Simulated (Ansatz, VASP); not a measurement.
## One calculation of Pt, two programs

```
CELL_PARAMETERS angstrom
0.00000 1.98578 1.98578
1.98578 0.00000 1.98578
1.98578 1.98578 0.00000
ATOMIC_POSITIONS crystal
Pt 0.00000 0.00000 0.00000
```

Alike in both runs: task single point; functional PBE; k mesh 4 × 4 × 4; occupations fermi-dirac, width 0.1 eV; no spin polarisation.

|  | VASP | Ansatz |
| --- | --- | --- |
| version | VASP 6.6.1 | Ansatz 0.2.0 |
| potentials or method | VASP PAW PBE potentials, release 64 (Pt), cutoff 520 eV | plane waves (420 eV) with PAW, scalar-relativistic |
| valence electrons in the cell | 10 | 18 |

```csv
,VASP,Ansatz,Ansatz less VASP
pressure (GPa),-2.4,-1.9,+0.52
```

VASP's potentials hold 10 valence electrons a cell and Ansatz's 18, so a difference there can come from the potentials and not from the codes.

The k mesh is coarse, so the values compare programs but aren't converged. Neither program's run includes spin-orbit coupling.
